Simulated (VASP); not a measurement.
Set up this calculation in VASP 6.6.1, as the native input.

```yaml
Task: single point
Functional: PBEsol
Potentials_or_basis: VASP PAW PBE potentials, release 64 (Ti_sv, Si)
Cutoff: 520 eV
k_mesh: 12 × 12 × 12
Occupations: fermi-dirac, width 0.05 eV
Spin: no spin polarisation
Hubbard_terms: Ti d U = 5.0 eV
Dipole_correction: no
Further_INCAR_settings: ALGO = Normal; EDIFF = 1e-07; NBANDS = 17
```

The structure of TiSi2 lies in POSCAR:

```
TiSi2
1.0
   -1.4810910737      1.6987698331      4.2420081654
    1.4810910737     -1.6987698331      4.2420081654
    1.4810910737      1.6987698331     -4.2420081654
Ti Si
1 2
Direct
    0.0000000000      0.0000000000      0.0000000000
    0.6741556185      0.6741556185      0.0000000000
    0.3258443815      0.3258443815      0.0000000000
```

The input as run:

INCAR

```
ALGO = Normal ; EDIFF = 1E-7
ENCUT = 520 ; GGA = PS
ISIF = 2 ; ISMEAR = -1
LASPH = T ; LCHARG = F
LDAU = T ; LDAUJ = 0 0
LDAUL = 2 -1 ; LDAUPRINT = 1
LDAUTYPE = 2 ; LDAUU = 5 0
LMAXMIX = 4 ; LREAL = F
LWAVE = F ; NBANDS = 17
NELM = 150 ; PREC = Accurate
SIGMA = 0.05
```

KPOINTS

```
k-points
0
Gamma
  12 12 12
```

Potentials or basis: VASP PAW PBE potentials, release 64 (Ti_sv, Si).

Run with:

```sh
$ cat potpaw_PBE.64/Ti_sv/POTCAR potpaw_PBE.64/Si/POTCAR > POTCAR
$ mpirun -np 1 vasp_std > vasp.out
```

It gave:

The pressure is 1.6 GPa, the largest force is 0.097 eV/Å and the band gap on the k mesh is zero (bands 10 and 11 overlap by 2.51 eV).

Caveat: the PAW data sets were made with another functional, which shifts forces and pressure a little; U without spin polarisation on a metal has little footing; the U is typed as a test and isn't derived for this compound.

It took 120 s on 1 thread of Intel(R) Xeon(R) 6975P-C (Granite Rapids), with other jobs on the host, peak memory 0.34 GiB.
